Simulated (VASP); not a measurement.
Write the native input for VASP 6.6.1 that does the following.

| Quantity | Value |
| --- | --- |
| Task | single point |
| Functional | r2SCAN |
| Potentials or basis | VASP PAW PBE potentials, release 64 (Ag) |
| Cutoff | 520 eV |
| k mesh | 2 × 2 × 1 |
| Occupations | gaussian, width 0.1 eV |
| Spin | no spin polarisation |
| Dipole correction | yes |
| Further INCAR settings | ALGO = Normal; EDIFF = 1e-06; NBANDS = 36 |

Ag, a slab with vacuum:

```
Ag
1.0
     2.90208    0.00000    0.00000
    -1.45104    2.51327    0.00000
     0.00000    0.00000   24.47814
Ag
5
Direct
  0.66667 0.33333 0.30640
  0.33333 0.66667 0.40320
  0.00000 0.00000 0.50000
  0.66667 0.33333 0.59680
  0.33333 0.66667 0.69360
```

The input as run:

POSCAR

```
Ag
1.0
    2.9020758515      0.0000000000      0.0000000000
   -1.4510379258      2.5132714111      0.0000000000
    0.0000000000      0.0000000000     24.4781400414
Ag
5
Direct
    0.6666666667      0.3333333333      0.3063958286
    0.3333333333      0.6666666667      0.4031979143
    0.0000000000      0.0000000000      0.5000000000
    0.6666666667      0.3333333333      0.5968020857
    0.3333333333      0.6666666667      0.6936041714
```

INCAR.step1

```
ALGO = Normal
DIPOL = 0.5 0.5 0.500
EDIFF = 1E-4
ENCUT = 520
GGA = PE
IDIPOL = 3
ISMEAR = 0
LASPH = True
LCHARG = False
LDIPOL = True
LREAL = False
LWAVE = True
NBANDS = 36
NELM = 60
PREC = Accurate
SIGMA = 0.1
```

INCAR.step2

```
ALGO = Normal
DIPOL = 0.5 0.5 0.500
EDIFF = 1E-6
ENCUT = 520
IDIPOL = 3
ISIF = 2
ISMEAR = 0
ISTART = 1
LASPH = True
LCHARG = True
LDIPOL = True
LELF = True
LMIXTAU = True
LREAL = False
LVACPOTAV = True
LVHAR = True
LWAVE = False
METAGGA = R2SCAN
NBANDS = 36
NELM = 60
PREC = Accurate
SIGMA = 0.1
```

KPOINTS

```
k-points
0
Gamma
  2 2 1
```

Potentials or basis: VASP PAW PBE potentials, release 64 (Ag).

The run is started by

```bash
$ cat potpaw_PBE.64/Ag/POTCAR > POTCAR
$ cp INCAR.step1 INCAR
$ mpirun -np 1 vasp_std > vasp.out
$ cp INCAR.step2 INCAR
$ mpirun -np 1 vasp_std > vasp.out
```

Results of the run:

```
Largest force          : 0.256 eV/Å
Band gap on the k mesh : zero (an odd number of electrons rules out a gap without spin polarisation)
```

Caveat: the k points lie up to 1.25 Å⁻¹ apart, too coarse for converged energies and pressures of a metal; the PAW data sets were made with another functional, which shifts forces and pressure a little.

Wall time 2.7 min on 1 thread of Intel(R) Xeon(R) 6975P-C (Granite Rapids) (shared host), peak memory 0.34 GiB.
